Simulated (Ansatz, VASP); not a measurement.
**One calculation of Sn, two programs**

```xyz
1
Lattice="-1.8947 1.8947 2.1432 1.8947 -1.8947 2.1432 1.8947 1.8947 -2.1432" Properties=species:S:1:pos:R:3 pbc="T T T"
Sn    0.0000    0.0000    0.0000
```

Change from the starting cell: strain +0.1312 x Voigt [0, 0, 1, 0, 0, 0], atoms carried along.

Alike in both runs: task single point; functional PBEsol; dispersion D3(BJ); k mesh 18 × 18 × 18; occupations gaussian, width 0.15 eV; no spin polarisation.

|  | VASP | Ansatz |
| --- | --- | --- |
| version | VASP 6.6.1 | Ansatz 0.2.0 |
| potentials or method | VASP PAW PBE potentials, release 64 (Sn_d), cutoff 520 eV | scalar-relativistic, plane waves, PAW |
| valence electrons in the cell | 14 | 14 |

```tsv
	VASP	Ansatz	Ansatz less VASP
gap on the k mesh at the Fermi level (eV)	none	none	-
pressure (GPa)	-7.6	-7.6	-0.03
traceless stress, the component that is largest in VASP (GPa)	0.33	0.32	-0.005
```

VASP's potentials were made for PBE, not for PBEsol. A gap of «none» marks a metal or a gap that the smearing closes. Ansatz's warnings: dispersion switch in reach.
